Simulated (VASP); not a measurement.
Set up this calculation in VASP 6.6.1, as the native input.

* Task: single point
* Functional: PBEsol
* Potentials or basis: VASP PAW PBE potentials, release 64 (Al, P)
* Cutoff: 500 eV
* k mesh: 8 × 8 × 8
* Occupations: gaussian, width 0.02 eV
* Spin: no spin polarisation
* Dipole correction: no
* Further INCAR settings: ALGO = Normal; EDIFF = 1e-06; NBANDS = 11

The structure of AlP (a.bA) lies in POSCAR:

```
AlP
1.0
    0.0000000000      2.7350000000      2.7350000000
    2.7350000000      0.0000000000      2.7350000000
    2.7350000000      2.7350000000      0.0000000000
Al P
1 1
Direct
    0.0000000000      0.0000000000      0.0000000000
    0.2500000000      0.2500000000      0.2500000000
```

One way to write it, as run:

INCAR

```
SYSTEM = AlP
PREC = Accurate
ENCUT = 500
EDIFF = 1E-6
ISMEAR = 0
SIGMA = 0.02
LREAL = .FALSE.
LASPH = .TRUE.
NELM = 120
ALGO = Normal
ISIF = 2
LWAVE = .FALSE.
LCHARG = .TRUE.
GGA = PS
LELF = .TRUE.
LVHAR = .TRUE.
NBANDS = 11
GGA_COMPAT = .FALSE.
```

KPOINTS

```
regular mesh
0
G
  8 8 8
  0 0 0
```

Potentials or basis: VASP PAW PBE potentials, release 64 (Al, P).

The run is started by

```console
$ cat potpaw_PBE.64/Al/POTCAR potpaw_PBE.64/P/POTCAR > POTCAR
$ mpirun -np 1 vasp_std > vasp.out
```

Results of the run:

- Pressure: 0.1 GPa
- Band gap on the k mesh: 1.45 eV, indirect (least direct gap 3.16 eV)

Caveat: the PAW data sets were made with another functional, which shifts forces and pressure a little.

It took 22 s on 1 thread of AMD EPYC 7R13, on a shared host, peak memory 0.12 GiB.
